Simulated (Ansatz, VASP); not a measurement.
# Two plane-wave programs on Ba

```
Ba
1.0
     0.00000    3.07215    3.07215
     3.07215    0.00000    3.07215
     3.07215    3.07215    0.00000
Ba
1
Direct
  0.00000 0.00000 0.00000
```

Alike in both runs: task single point; functional LDA; k mesh 10 × 10 × 10; occupations fermi-dirac, width 0.1 eV; no spin polarisation.

```csv
,VASP,Ansatz
version,VASP 6.6.1,Ansatz 0.2.0
potentials or method,"VASP PAW LDA potentials, release 64 (Ba_sv), cutoff 520 eV","plane waves (420 eV) with PAW, scalar-relativistic"
valence electrons in the cell,10,10
```

```csv
,VASP,Ansatz,Ansatz less VASP
pressure (GPa),-0.6,-0.6,-0.06
```

Ansatz warns that its potentials were made for another functional, while VASP's fit it. LDA's correlation is that of Perdew and Zunger in VASP and of Perdew and Wang (1992) in Ansatz.

Spin-orbit coupling is off throughout.
